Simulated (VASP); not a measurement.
# AgI (F-43m) in VASP: a series of runs

AgI is run at these levels: PBE, PBEsol, LDA, r2SCAN, HSE06; tasks: relaxation of cell and atoms, single point.

Everything below comes from runs of VASP 6.6.1. Logs are shortened: lines on timing, memory, paths and dates and some standing lists are left out, and cuts for length are marked.

**1. The cell of the first run**

Symmetry: F-43m, No. 216, cubic system. The conventional cell has a = 6.564 Å, b = 6.564 Å, c = 6.564 Å, α = 90.00°, β = 90.00°, γ = 90.00°. Within 3.7 Å of Ag (site symmetry -43m) lie 4 I at 2.84 Å. Within 3.7 Å of I (site symmetry -43m) lie 4 Ag at 2.84 Å.

**2. Relaxation of cell and atoms, PBE**

The input, INCAR:

```
SYSTEM = AgI
PREC = Accurate
ENCUT = 500
EDIFF = 1E-7
ISMEAR = -1
SIGMA = 0.02
LREAL = .False.
LASPH = .True.
NELM = 120
ALGO = Normal
ISIF = 3
LWAVE = .False.
LCHARG = .False.
GGA = PE
IBRION = 2
NSW = 80
EDIFFG = -0.005
GGA_COMPAT = .False.
NELMIN = 4
```

The input, KPOINTS:

```
Automatic mesh
0
Gamma
  6 6 6
  0 0 0
```

The input, POSCAR:

```
AgI
1.0
    0.0000000000      3.2820957782      3.2820957782
    3.2820957782      0.0000000000      3.2820957782
    3.2820957782      3.2820957782      0.0000000000
Ag I
1 1
Direct
    0.0000000000      0.0000000000      0.0000000000
    0.7500000000      0.7500000000      0.7500000000
```

Potentials or basis: VASP PAW PBE potentials, release 64 (Ag, I).

Started as:

```sh
cat potpaw_PBE.64/Ag/POTCAR potpaw_PBE.64/I/POTCAR > POTCAR
mpirun -np 1 vasp_std > vasp.out
```

OUTCAR:

```text
SYSTEM = AgI
   PREC = Accurate
   ENCUT = 500
   EDIFF = 1E-7
   ISMEAR = -1
   LREAL = .False.
   LASPH = .True.
   NELM = 120
   ISIF = 3
   GGA = PE
   IBRION = 2
   NSW = 80
   EDIFFG = -0.005
   NELMIN = 4

 ion  position               nearest neighbor table
   1  0.000  0.000  0.000-   2 2.84   2 2.84   2 2.84   2 2.84
   2  0.750  0.750  0.750-   1 2.84   1 2.84   1 2.84   1 2.84

  LATTYP: Found a face centered cubic cell.
 ALAT       =     6.5641915564

  Lattice vectors:

 A1 = (   0.0000000000,   3.2820957782,   3.2820957782)
 A2 = (   3.2820957782,   0.0000000000,   3.2820957782)
 A3 = (   3.2820957782,   3.2820957782,   0.0000000000)

Analysis of symmetry for initial positions (statically):
=====================================================================
 Subroutine PRICEL returns:
 Original cell was already a primitive cell.

 Routine SETGRP: Setting up the symmetry group for a
 face centered cubic supercell.

 Subroutine GETGRP returns: Found 24 space group operations
 (whereof 24 operations were pure point group operations)
 out of a pool of 48 trial point group operations.

The static configuration has the point symmetry T_d .

Analysis of symmetry for dynamics (positions and initial velocities):
=====================================================================
 Subroutine PRICEL returns:
 Original cell was already a primitive cell.

 Routine SETGRP: Setting up the symmetry group for a
 face centered cubic supercell.

 Subroutine GETGRP returns: Found 24 space group operations
 (whereof 24 operations were pure point group operations)
 out of a pool of 48 trial point group operations.

The dynamic configuration has the point symmetry T_d .

 Subroutine INISYM returns: Found 24 space group operations
 (whereof 24 operations are pure point group operations),
 and found     1 'primitive' translations

----------------------------------------------------------------------------------------

                                     Primitive cell

  volume of cell :      70.7105

  direct lattice vectors                    reciprocal lattice vectors
     0.000000000  3.282095778  3.282095778    -0.152341685  0.152341685  0.152341685
     3.282095778  0.000000000  3.282095778     0.152341685 -0.152341685  0.152341685
[... 68 lines left out ...]
   ISTART =      0    job   : 0-new  1-cont  2-samecut
   ICHARG =      2    charge: 1-file 2-atom 10-const
   ISPIN  =      1    spin polarized calculation?
   LNONCOLLINEAR =      F non collinear calculations
   LSORBIT =      F    spin-orbit coupling
   LASPH  =      T    aspherical Exc in radial PAW
   ENCUT  =  500.0 eV  36.75 Ry    6.06 a.u.   8.46  8.46  8.46*2*pi/ulx,y,z
   NELM   =    120;   NELMIN=  4; NELMDL= -5     # of ELM steps
   EDIFF  = 0.1E-06   stopping-criterion for ELM
   LREAL  =      F    real-space projection
   EDIFFG = -.5E-02   stopping-criterion for IOM
   NSW    =     80    number of steps for IOM
   IBRION =      2    ionic relax: 0-MD 1-quasi-New 2-CG
   NFREE  =      1    steps in history (QN), initial steepest desc. (CG)
   ISIF   =      3    stress and relaxation
   ISYM   =      2    0-nonsym 1-usesym 2-fastsym
   POTIM  = 0.5000    time-step for ionic-motion
   TEBEG  =    0.0;   TEEND  =   0.0 temperature during run
   PSTRESS=    0.0 pullay stress
   NELECT =      18.0000    total number of electrons
   NUPDOWN=      -1.0000    fix difference up-down
   EMIN   =  10.00;   EMAX   =-10.00  energy-range for DOS
   EFERMI =   0.00;   METHOD = LEGACY
   ISMEAR =    -1;   SIGMA  =   0.02  broadening in eV -4-tet -1-fermi 0-gaus
   EFERMI_NEDOS =   21; number of points for ismear=-14 and -15
   IALGO  =     38    algorithm
   IMIX   =      4    mixing-type and parameters
     AMIX     =   0.40;   BMIX     =  1.00
     AMIX_MAG =   1.60;   BMIX_MAG =  1.00
  volume/ion in A,a.u.               =      35.36       238.59
  Fermi-wavevector in a.u.,A,eV,Ry     =   1.037539  1.960664 14.646496  1.076487
  Thomas-Fermi vector in A             =   2.171981
   LORBIT       =      0    0 simple, 1 ext, 2 COOP (PROOUT), +10 PAW based schemes
   GGA     = PE    functional components
   LHFCALC =     F    Hartree Fock is set to
   AEXX    =    0.0000 exact exchange contribution
   IVDW    =     0    specifies the selected vdW correction
   LEPSILON=     F    determine dielectric tensor
   LRPA    =     F    only Hartree local field effects (RPA)
 conjugate gradient relaxation of ions
 non-spin polarized calculation
  energy-cutoff  :      500.00
  volume of cell :       70.71
 maximum number of plane-waves:      1820
 NGX is ok and might be reduce to    36
   NGX = 17   NGY = 17   NGZ = 17

--------------------------------------- Ionic step        1  -------------------------------------------

 number of electron      18.0000001 magnetization

 Free energy of the ion-electron system (eV)
  ---------------------------------------------------
  ext. energy  EPLUGINS =         0.00000000
  ---------------------------------------------------
  free energy    TOTEN  =        -4.78650778 eV

  energy without entropy =       -4.78650778  energy(sigma->0) =       -4.78650778

------------------------ aborting loop because EDIFF is reached ----------------------------------------

  FORCE on cell =-STRESS in cart. coord.  units (eV):
  Direction    XX          YY          ZZ          XY          YZ          ZX
  --------------------------------------------------------------------------------------
  -------------------------------------------------------------------------------------
  Total        0.3413301      0.3413301      0.3413301     -0.0000000      0.0000000      0.0000000
  in kB        7.7339503      7.7339503      7.7339503     -0.0000000      0.0000000      0.0000000
  external PRESSURE =       7.7339503 kB  Pullay stress =       0.0000000 kB
[... 203 lines left out ...]
--------------------------------------- Ionic step        7  -------------------------------------------

 number of electron      18.0000004 magnetization

 Free energy of the ion-electron system (eV)
  ---------------------------------------------------
  ext. energy  EPLUGINS =         0.00000000
  ---------------------------------------------------
  free energy    TOTEN  =        -4.79115643 eV

  energy without entropy =       -4.79115643  energy(sigma->0) =       -4.79115643

 E-fermi :   2.8912     XC(G=0):  -8.1547

 val. band max:        2.4854355197   @ k =   0.0000   0.0000   0.0000
 cond. band min:       3.8301635999   @ k =   0.0000   0.0000   0.0000
 fundamental gap:      1.3447280802
 Fermi energy:         2.8911735375

 k-point     1 :       0.0000    0.0000    0.0000
  band No.  band energies     occupation
      1      -9.9998      2.00000
      2      -1.3884      2.00000
      3      -1.3884      2.00000
      4      -1.3884      2.00000
      5      -0.3413      2.00000
      6      -0.3413      2.00000
      7       2.4854      2.00000
      8       2.4854      2.00000
      9       2.4854      2.00000
     10       3.8302      0.00000
     11       8.3358      0.00000
     12       8.3358      0.00000
     13       8.3358      0.00000
[... 267 lines left out ...]
  FREE ENERGIE OF THE ION-ELECTRON SYSTEM (eV)
  ---------------------------------------------------
  free  energy   TOTEN  =        -4.7911564338 eV

  energy  without entropy=       -4.7911564338  energy(sigma->0) =       -4.79115643

 reached required accuracy - stopping structural energy minimisation
```

OSZICAR:

```text
N       E                     dE             d eps       ncg     rms          rms(c)
DAV:   1     0.883440793535E+02    0.88344E+02   -0.76257E+03   432   0.112E+03
DAV:   2    -0.133609336227E+01   -0.89680E+02   -0.84680E+02   501   0.218E+02
DAV:   3    -0.481817079282E+01   -0.34821E+01   -0.34697E+01   506   0.446E+01
[... 66 lines left out ...]
DAV:   1    -0.479127750671E+01   -0.12527E-03   -0.20893E-03   416   0.534E-01    0.744E-02
DAV:   2    -0.479116251829E+01    0.11499E-03   -0.36105E-04   416   0.275E-01    0.241E-02
DAV:   3    -0.479115616973E+01    0.63486E-05   -0.21447E-05   421   0.348E-02    0.173E-02
DAV:   4    -0.479115640572E+01   -0.23600E-06   -0.41254E-06   434   0.208E-02    0.420E-03
DAV:   5    -0.479115643380E+01   -0.28077E-07   -0.55204E-07   441   0.910E-03
   7 F= -.47911564E+01 E0= -.47911564E+01  d E =-.416859E-05
```

Wall time 56 s (1 thread of AMD EPYC 9R45 (Zen 5), shared host); peak memory 0.19 GiB.

What came out:

| Quantity | Value |
| --- | --- |
| Free energy | -4.7912 eV |
| Relaxed volume | 36.35 Å³/atom |
| Relaxed cell | a = 4.685 Å, b = 4.685 Å, c = 4.685 Å, α = 60.00°, β = 60.00°, γ = 60.00° |
| Space group after relaxing (to 0.1 Å) | F-43m (No. 216) |
| Energy gained by relaxing | 2.3 meV/atom |
| Ionic steps | 7 |
| Pressure after relaxing | 0.0 GPa |
| Band gap on the k mesh | 1.34 eV |

The path:
```tsv
step	energy change (eV)	largest force (eV/Å)	pressure (GPa)	volume (Å³)
1	0.0000	0.0000	0.77	70.71
2	-0.0046	0.0000	0.08	72.47
3	-0.0046	0.0000	0.04	72.71
4	-0.0044	0.0000	-0.17	73.18
5	-0.0046	0.0000	-0.03	72.80
6	-0.0046	0.0000	-0.02	72.76
7	-0.0046	0.0000	0.00	72.70
```

Final structure:
```yaml
crystal:
  lattice:
    - [0.00000, 3.31258, 3.31258]
    - [3.31258, 0.00000, 3.31258]
    - [3.31258, 3.31258, 0.00000]
  atoms:
    - { symbol: Ag, position: [0.00000, 0.00000, 0.00000] }
    - { symbol: I, position: [0.75000, 0.75000, 0.75000] }
```

Levels at points of the mesh, in eV from the valence-band top:
```csv
k point,band 6,band 7,band 8,band 9,band 10,band 11,band 12,band 13
"(0.00, 0.00, 0.00)",-2.83,0.00,0.00,0.00,1.34,5.85,5.85,5.85
"(0.50, 0.00, 0.00)",-2.80,-2.70,-0.64,-0.64,2.79,6.31,6.31,7.11
"(0.50, 0.50, 0.00)",-2.72,-2.39,-1.59,-1.59,3.78,3.86,8.31,9.44
```

Caveat: spin-orbit coupling is left out, which moves the levels of the heavy elements.

**3. Relaxation of cell and atoms, PBEsol**

This run uses another cell than the first one, of 36.41 Å³/atom.

The input, INCAR:

```
  PREC = Accurate
  ENCUT = 500
  EDIFF = 1E-7
  ISMEAR = -1
  SIGMA = 0.02
  LREAL = False
  LASPH = True
  NELM = 120
  ALGO = Normal
  ISIF = 3
  LWAVE = False
  LCHARG = False
  GGA = PS
  IBRION = 2
  NSW = 80
  EDIFFG = -0.005
  GGA_COMPAT = False
  NELMIN = 4
```

The input, KPOINTS:

```
regular mesh
0
Gamma
  6 6 6
```

The input, POSCAR:

```
AgI
1.0
    0.0000000000      3.3144926383      3.3144926383
    3.3144926383      0.0000000000      3.3144926383
    3.3144926383      3.3144926383      0.0000000000
Ag I
1 1
Direct
    0.0000000000      0.0000000000      0.0000000000
    0.7500000000      0.7500000000      0.7500000000
```

Potentials or basis: VASP PAW PBE potentials, release 64 (Ag, I).

Started as:

```sh
cat potpaw_PBE.64/Ag/POTCAR potpaw_PBE.64/I/POTCAR > POTCAR
mpirun -np 1 vasp_std > vasp.out
```

It took 30 s on 1 thread of AMD EPYC 9R45 (Zen 5), shared host; peak memory 0.19 GiB.

The run converged. Its results:

| Property | Result |
| --- | --- |
| Free energy | -5.4543 eV |
| Relaxed volume | 33.51 Å³/atom |
| Relaxed cell | a = 4.559 Å, b = 4.559 Å, c = 4.559 Å, α = 60.00°, β = 60.00°, γ = 60.00° |
| Space group after relaxing (to 0.1 Å) | F-43m (No. 216) |
| Energy gained by relaxing | 22.6 meV/atom |
| Ionic steps | 3 |
| Pressure after relaxing | 0.0 GPa |
| Band gap on the k mesh | 1.20 eV |

Step by step:
| step | energy change (eV) | largest force (eV/Å) | pressure (GPa) | volume (Å³) |
| --- | --- | --- | --- | --- |
| 1 | 0.0000 | 0.0000 | -2.27 | 72.83 |
| 2 | -0.0447 | 0.0000 | -0.26 | 67.52 |
| 3 | -0.0451 | 0.0000 | 0.00 | 67.01 |

Final structure:
```xyz
2
Lattice="0.0000 3.2239 3.2239 3.2239 0.0000 3.2239 3.2239 3.2239 0.0000" Properties=species:S:1:pos:R:3 pbc="T T T"
Ag    0.0000    0.0000    0.0000
I     4.8358    4.8358    4.8358
```

Levels at points of the mesh, in eV from the valence-band top:
| k point | band 6 | band 7 | band 8 | band 9 | band 10 | band 11 | band 12 | band 13 |
| --- | --- | --- | --- | --- | --- | --- | --- | --- |
| (0.00, 0.00, 0.00) | -3.18 | 0.00 | 0.00 | 0.00 | 1.20 | 5.63 | 5.63 | 5.63 |
| (0.50, 0.00, 0.00) | -3.15 | -3.03 | -0.76 | -0.76 | 2.64 | 6.12 | 6.12 | 7.11 |
| (0.50, 0.50, 0.00) | -3.06 | -2.71 | -1.88 | -1.88 | 3.42 | 3.75 | 8.44 | 9.63 |

Caveat: the PAW data sets were made with another functional, which shifts forces and pressure a little; spin-orbit coupling is left out, which moves the levels of the heavy elements.

**4. Relaxation of cell and atoms, LDA**

This run uses another cell than the first one, of 36.41 Å³/atom.

The input, INCAR:

```
ALGO = Normal
EDIFF = 1E-7
EDIFFG = -0.005
ENCUT = 500
GGA_COMPAT = False
IBRION = 2
ISIF = 3
ISMEAR = -1
LASPH = True
LCHARG = False
LREAL = False
LWAVE = False
NELM = 120
NELMIN = 4
NSW = 80
PREC = Accurate
SIGMA = 0.02
```

The input, KPOINTS:

```
k-points
0
Gamma
  6 6 6
```

POSCAR is that of step 3.

Potentials or basis: VASP PAW LDA potentials, release 64 (Ag, I).

Started as:

```sh
cat potpaw_LDA.64/Ag/POTCAR potpaw_LDA.64/I/POTCAR > POTCAR
mpirun -np 1 vasp_std > vasp.out
```

Run time: 24 s. Hardware: 1 thread of AMD EPYC 9R45 (Zen 5), shared host; peak memory 0.15 GiB.

Results (log left out):

```yaml
Free_energy: -6.1230 eV
Relaxed_volume: 31.98 Å³/atom
Relaxed_cell: a = 4.489 Å, b = 4.489 Å, c = 4.489 Å, α = 60.00°, β = 60.00°, γ = 60.00°
Space_group_after_relaxing_to_0.1_Å: F-43m (No. 216)
Energy_gained_by_relaxing: 60.1 meV/atom
Ionic_steps: 4
Pressure_after_relaxing: 0.0 GPa
Band_gap_on_the_k_mesh: 1.09 eV
```

Step by step:
```csv
step,energy change (eV),largest force (eV/Å),pressure (GPa),volume (Å³)
1,0.0000,0.0000,-3.78,72.83
2,-0.1201,0.0000,-0.11,64.14
3,-0.1202,0.0000,-0.04,63.97
4,-0.1202,0.0000,0.00,63.97
```

Final structure:
```cif
data_structure
_symmetry_space_group_name_H-M 'P 1'
_symmetry_Int_Tables_number 1
_cell_length_a 4.4891
_cell_length_b 4.4891
_cell_length_c 4.4891
_cell_angle_alpha 60.000
_cell_angle_beta 60.000
_cell_angle_gamma 60.000
_cell_volume 63.97
loop_
_atom_site_label
_atom_site_type_symbol
_atom_site_fract_x
_atom_site_fract_y
_atom_site_fract_z
_atom_site_occupancy
Ag1 Ag 0.00000 0.00000 0.00000 1
I1 I 0.75000 0.75000 0.75000 1
```

Levels at points of the mesh, in eV from the valence-band top:
```csv
k point,band 5,band 6,band 7,band 8,band 9,band 10,band 11,band 12,band 13
"(0.00, 0.00, 0.00)",-3.44,-3.44,0.00,0.00,0.00,1.09,5.51,5.51,5.51
"(0.50, 0.00, 0.00)",-3.41,-3.41,-3.27,-0.84,-0.84,2.53,6.03,6.03,7.07
"(0.50, 0.50, 0.00)",-3.34,-3.31,-2.93,-2.05,-2.05,3.23,3.67,8.50,9.72
```

Caveat: spin-orbit coupling is left out, which moves the levels of the heavy elements.

**5. Relaxation of cell and atoms, r2SCAN**

This run uses another cell than the first one, of 36.41 Å³/atom.

POSCAR is that of step 4.

The input, INCAR.step1:

```
PREC = Accurate
ENCUT = 550
ISMEAR = -1
SIGMA = 0.02
LREAL = False
LASPH = True
NELM = 120
GGA = PE
ALGO = Normal
EDIFF = 1E-5
LWAVE = True
LCHARG = False
GGA_COMPAT = False
IBRION = 2
ISIF = 3
EDIFFG = -0.005
NELMIN = 4
NSW = 100
```

The input, INCAR.step2:

```
PREC = Accurate
ENCUT = 550
EDIFF = 1E-7
ISMEAR = -1
SIGMA = 0.02
LREAL = False
LASPH = True
NELM = 120
ALGO = Normal
ISIF = 3
LWAVE = False
LCHARG = False
METAGGA = R2SCAN
LMIXTAU = True
IBRION = 2
NSW = 80
EDIFFG = -0.005
ISTART = 1
GGA_COMPAT = False
NELMIN = 4
```

The input, KPOINTS:

```
regular mesh
0
Gamma
  6 6 6
```

Potentials or basis: VASP PAW PBE potentials, release 64 (Ag, I).

Started as:

```sh
cat potpaw_PBE.64/Ag/POTCAR potpaw_PBE.64/I/POTCAR > POTCAR
cp INCAR.step1 INCAR
mpirun -np 1 vasp_std > vasp.out
cp INCAR.step2 INCAR
mpirun -np 1 vasp_std > vasp.out
```

Wall time 2.9 min (1 thread of AMD EPYC 9R45 (Zen 5), shared host); peak memory 0.21 GiB.

It converged, with:

```yaml
Free_energy: -46.5257 eV
Relaxed_volume: 35.43 Å³/atom
Relaxed_cell: a = 4.645 Å, b = 4.645 Å, c = 4.645 Å, α = 60.00°, β = 60.00°, γ = 60.00°
Space_group_after_relaxing_to_0.1_Å: F-43m (No. 216)
Energy_gained_by_relaxing: 2.4 meV/atom
Ionic_steps: 3
Pressure_after_relaxing: 0.0 GPa
Band_gap_on_the_k_mesh: 1.79 eV
```

Step by step:
| step | energy change (eV) | largest force (eV/Å) | pressure (GPa) | volume (Å³) |
| --- | --- | --- | --- | --- |
| 1 | 0.0000 | 0.0000 | -0.75 | 72.83 |
| 2 | -0.0047 | 0.0000 | -0.08 | 71.05 |
| 3 | -0.0048 | 0.0000 | 0.00 | 70.87 |

Final structure:
```
CELL_PARAMETERS angstrom
0.00000 3.28454 3.28454
3.28454 0.00000 3.28454
3.28454 3.28454 0.00000
ATOMIC_POSITIONS crystal
Ag 0.00000 0.00000 0.00000
I 0.75000 0.75000 0.75000
```

Levels at points of the mesh, in eV from the valence-band top:
```csv
k point,band 6,band 7,band 8,band 9,band 10,band 11,band 12,band 13
"(0.00, 0.00, 0.00)",-2.95,0.00,0.00,0.00,1.79,6.30,6.30,6.30
"(0.50, 0.00, 0.00)",-2.92,-2.82,-0.69,-0.69,3.22,6.71,6.71,7.46
"(0.50, 0.50, 0.00)",-2.84,-2.47,-1.71,-1.71,3.97,4.23,8.86,10.20
```

Caveat: the PAW data sets were made with another functional, which shifts forces and pressure a little; spin-orbit coupling is left out, which moves the levels of the heavy elements.

**6. Single point, HSE06**

This run uses another cell than the first one, of 36.35 Å³/atom.

The input, POSCAR:

```
AgI
1.0
    0.0000000000      3.3125431818      3.3125431818
    3.3125431818      0.0000000000      3.3125431818
    3.3125431818      3.3125431818      0.0000000000
Ag I
1 1
Direct
    0.0000000000      0.0000000000      0.0000000000
    0.7500000000      0.7500000000      0.7500000000
```

The input, INCAR.step1:

```
SYSTEM = AgI
  PREC = Accurate
  ENCUT = 400
  EDIFF = 1E-5
  ISMEAR = -1
  SIGMA = 0.02
  LREAL = .False.
  LASPH = .True.
  NELM = 120
  ALGO = Normal
  ISIF = 2
  LWAVE = .True.
  LCHARG = .False.
  GGA = PE
  NBANDS = 16
  GGA_COMPAT = .False.
```

The input, INCAR.step2:

```
SYSTEM = AgI
  PREC = Accurate
  ENCUT = 400
  EDIFF = 1E-6
  ISMEAR = -1
  SIGMA = 0.02
  LREAL = .False.
  LASPH = .True.
  NELM = 120
  ALGO = Normal
  ISIF = 2
  LWAVE = .False.
  LCHARG = .False.
  GGA = PE
  LHFCALC = .True.
  HFSCREEN = 0.2079
  PRECFOCK = Normal
  ISTART = 1
  NBANDS = 16
  GGA_COMPAT = .False.
```

The input, KPOINTS:

```
Automatic mesh
0
Gamma
  4 4 4
  0 0 0
```

Potentials or basis: VASP PAW PBE potentials, release 64 (Ag, I).

Started as:

```sh
cat potpaw_PBE.64/Ag/POTCAR potpaw_PBE.64/I/POTCAR > POTCAR
cp INCAR.step1 INCAR
mpirun -np 1 vasp_std > vasp.out
cp INCAR.step2 INCAR
mpirun -np 1 vasp_std > vasp.out
```

Wall time 4.2 min (1 thread of AMD EPYC 9R45 (Zen 5), shared host); peak memory 0.25 GiB.

Results (log left out):

```yaml
Free_energy: -5.7257 eV
Pressure: -0.2 GPa
Band_gap_on_the_k_mesh: 2.49 eV
```

Levels at points of the mesh, in eV from the valence-band top:
| k point | band 7 | band 8 | band 9 | band 10 | band 11 | band 12 |
| --- | --- | --- | --- | --- | --- | --- |
| (0.00, 0.00, 0.00) | 0.00 | 0.00 | 0.00 | 2.49 | 7.03 | 7.03 |
| (0.50, 0.00, 0.00) | -3.36 | -0.68 | -0.68 | 3.97 | 7.47 | 7.47 |
| (0.50, 0.50, 0.00) | -2.74 | -1.71 | -1.71 | 4.76 | 5.04 | 9.58 |

Caveat: the PAW data sets were made with another functional, which shifts forces and pressure a little; spin-orbit coupling is left out, which moves the levels of the heavy elements.

(Part 1 of 2 ends here.)
